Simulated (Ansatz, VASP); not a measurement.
**Two plane-wave programs on Sn**

```
Sn
1.0
    -1.68803    1.68803    2.38687
     1.68803   -1.68803    2.38687
     1.68803    1.68803   -2.38687
Sn
1
Direct
  0.00000 0.00000 0.00000
```

Alike in both runs: task single point; functional r2SCAN; k mesh 20 × 20 × 20; occupations gaussian, width 0.15 eV; no spin polarisation.

```csv
,VASP,Ansatz
version,VASP 6.6.1,Ansatz 0.2.0
potentials or method,"VASP PAW PBE potentials, release 64 (Sn_d), cutoff 520 eV","scalar-relativistic, plane waves, PAW"
valence electrons in the cell,14,14
```

|  | VASP | Ansatz | Ansatz less VASP |
| --- | --- | --- | --- |
| gap on the k mesh at the Fermi level (eV) | none | none | - |
| pressure (GPa) | 0.2 | 0.2 | +0.01 |

VASP's potentials were made for PBE, not for r2SCAN. A gap of «none» marks a metal or a gap that the smearing closes. With one functional, cell and mesh, what is left measures potentials, basis and numerics.
